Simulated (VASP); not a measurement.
GaAs: single point with LDA

GaAs:

```
Ga As
1.0
     0.00000    2.80169    2.80169
     2.80169    0.00000    2.80169
     2.80169    2.80169    0.00000
Ga As
1 1
Direct
  0.00000 0.00000 0.00000
  0.75000 0.75000 0.75000
```

```json
{"Program": "VASP 6.6.1", "Task": "single point", "Functional": "LDA", "Potentials or basis": "VASP PAW LDA potentials, release 64 (Ga_d, As)", "Cutoff": "520 eV", "k mesh": "12 × 12 × 12", "Occupations": "gaussian, width 0.1 eV", "Spin": "no spin polarisation"}
```

```
Pressure               : 0.3 GPa
Band gap on the k mesh : 0.54 eV, direct
```

Levels at points of the mesh, in eV from the valence-band top:
| k point | band 5 | band 6 | band 7 | band 8 | band 9 | band 10 | band 11 | band 12 | band 13 | band 14 |
| --- | --- | --- | --- | --- | --- | --- | --- | --- | --- | --- |
| (0.00, 0.00, 0.00) | -14.89 | -12.96 | 0.00 | 0.00 | 0.00 | 0.54 | 3.68 | 3.68 | 3.68 | 7.43 |
| (0.50, 0.00, 0.00) | -14.89 | -11.11 | -6.84 | -1.19 | -1.19 | 0.94 | 4.59 | 4.59 | 7.59 | 10.41 |
| (0.50, 0.50, 0.00) | -14.88 | -10.34 | -7.00 | -2.79 | -2.79 | 1.29 | 1.54 | 10.26 | 10.26 | 11.04 |

Run time: 52 s on 1 thread of Intel Xeon 8259CL, with other jobs on the host, peak memory 0.19 GiB.

A k mesh can miss the band edges. LDA gaps usually lie below the measured ones, often by a third to a half.
